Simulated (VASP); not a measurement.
Write the native input for VASP 6.6.1 that does the following.

```
Task                   : single point
Functional             : revPBE
Potentials or basis    : VASP PAW PBE potentials, release 64 (In_d, Cu)
Cutoff                 : 600 eV
k mesh                 : 5 × 5 × 5
Occupations            : gaussian, width 0.2 eV
Spin                   : no spin polarisation
Dipole correction      : no
Further INCAR settings : ALGO = Normal; EDIFF = 1e-06; NBANDS = 33
```

The structure of In3Cu lies in POSCAR:

```
In3Cu
1.0
    4.4827700000      0.0000000000      0.0000000000
    0.0000000000      4.4827700000      0.0000000000
    0.0000000000      0.0000000000      4.4827700000
In Cu
3 1
Direct
    0.0000000000      0.5000000000      0.5000000000
    0.5000000000      0.0000000000      0.5000000000
    0.5000000000      0.5000000000      0.0000000000
    0.0000000000      0.0000000000      0.0000000000
```

The input as run:

INCAR

```
SYSTEM = In3Cu
PREC = Accurate ; ENCUT = 600
EDIFF = 1E-6 ; ISMEAR = 0
SIGMA = 0.2 ; LREAL = .FALSE.
LASPH = .TRUE. ; NELM = 120
ALGO = Normal ; ISIF = 2
LWAVE = .FALSE. ; LCHARG = .TRUE.
GGA = RE ; LELF = .TRUE.
LVHAR = .TRUE. ; NBANDS = 33
GGA_COMPAT = .FALSE.
```

KPOINTS

```
Automatic mesh
0
G
  5 5 5
  0 0 0
```

Potentials or basis: VASP PAW PBE potentials, release 64 (In_d, Cu).

The run is started by

```bash
$ cat potpaw_PBE.64/In_d/POTCAR potpaw_PBE.64/Cu/POTCAR > POTCAR
$ mpirun -np 1 vasp_std > vasp.out
```

It gave:

| Item | Value |
| --- | --- |
| Pressure | 2.4 GPa |
| Band gap on the k mesh | zero (bands 25 and 26 overlap by 2.86 eV) |

Caveat: the PAW data sets were made with another functional, which shifts forces and pressure a little; spin-orbit coupling is left out, which moves the levels of the heavy elements.

Wall time 31 s on 1 thread of Intel(R) Xeon(R) Platinum 8488C (Sapphire Rapids), with other jobs on the host, peak memory 0.21 GiB.
